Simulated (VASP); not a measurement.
Wanted: the native input for a VASP 6.6.1 run.

* Task: relaxation of cell and atoms
* Functional: PBE
* Potentials or basis: VASP PAW PBE potentials, release 64 (Sb)
* Cutoff: 600 eV
* k mesh: 8 × 8 × 8
* Occupations: fermi-dirac, width 0.05 eV
* Spin: no spin polarisation
* Target pressure: 20 GPa
* Dipole correction: no
* Further INCAR settings: ALGO = Normal; EDIFF = 1e-06; IBRION = 2; EDIFFG = -0.01; NSW = 60; ISIF = 3

The structure of Sb lies in POSCAR:

```
Sb
1.0
    2.1542000000      1.2437279499      3.7580000000
   -2.1542000000      1.2437279499      3.7580000000
    0.0000000000     -2.4874558998      3.7580000000
Sb
2
Direct
    0.7665100000      0.7665100000      0.7665100000
    0.2334900000      0.2334900000      0.2334900000
```

These files were run (other wordings do the same):

INCAR

```
SYSTEM = Sb
PREC = Accurate
ENCUT = 600
EDIFF = 1E-6
ISMEAR = -1
SIGMA = 0.05
LREAL = .False.
LASPH = .True.
NELM = 60
ALGO = Normal
ISIF = 3
LWAVE = .False.
LCHARG = .False.
GGA = PE
IBRION = 2
NSW = 60
EDIFFG = -0.01
PSTRESS = 200.0
```

KPOINTS

```
Automatic mesh
0
Gamma
  8 8 8
  0 0 0
```

Potentials or basis: VASP PAW PBE potentials, release 64 (Sb).

Command:

```sh
$ cat potpaw_PBE.64/Sb/POTCAR > POTCAR
$ mpirun -np 1 vasp_std > vasp.out
```

Results of the run:

```
Relaxed volume                                         : 24.14 Å³/atom
Relaxed cell                                           : a = 4.090 Å, b = 4.090 Å, c = 4.090 Å, α = 59.90°, β = 59.90°, γ = 59.90°
Space group after relaxing (to 0.05 Å)                 : Pm-3m (No. 221)
Energy change on relaxing (the enthalpy is what falls) : +340.2 meV/atom
Ionic steps                                            : 17
Pressure after relaxing                                : 20.0 GPa
Band gap on the k mesh                                 : zero (band 5 reaches 10.47 eV, above the bottom of band 6 at 9.20 eV)
```

Caveat: the cell is relaxed towards a set pressure, so the enthalpy falls and the energy may rise; the volume moved by over 15 % at a fixed basis, so the end points are rough; spin-orbit coupling is left out, which moves the levels of the heavy elements.

Run time: 2.7 min on 1 thread of Intel(R) Xeon(R) Platinum 8559C (Emerald Rapids), with other jobs on the host, peak memory 0.23 GiB.
